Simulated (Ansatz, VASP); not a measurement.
**One calculation of MgO, two programs**

```xyz
2
Lattice="0.0000 2.1039 2.1039 2.1039 0.0000 2.1039 2.1039 2.1039 0.0000" Properties=species:S:1:pos:R:3 pbc="T T T"
Mg    0.0000    0.0000    0.0000
O     2.1039    2.1039    2.1039
```

Alike in both runs: functional PBE; dispersion D3(BJ); k mesh 10 × 10 × 10; occupations gaussian, width 0.02 eV; no spin polarisation.

Ansatz relaxed the structure, and its values are those at the end. VASP's run is a single point on that final structure, the one shown.

```csv
,VASP,Ansatz
version,VASP 6.6.1,Ansatz 0.2.0
potentials or method,"VASP PAW PBE potentials, release 64 (Mg, O), cutoff 600 eV","scalar-relativistic, plane waves, PAW"
valence electrons in the cell,8,16
```

VASP gave:

| Quantity | Value |
| --- | --- |
| gap on the k mesh at the Fermi level (eV) | 4.76 |
| least direct gap on the mesh (eV) | 4.76 |
| pressure (GPa) | -1.0 |

Estimate Ansatz's values.

gap on the k mesh at the Fermi level (eV): 4.77; least direct gap on the mesh (eV): 4.77; pressure (GPa): 0.0.

VASP's potentials hold 8 valence electrons a cell and Ansatz's 16, so a difference there can come from the potentials and not from the codes.
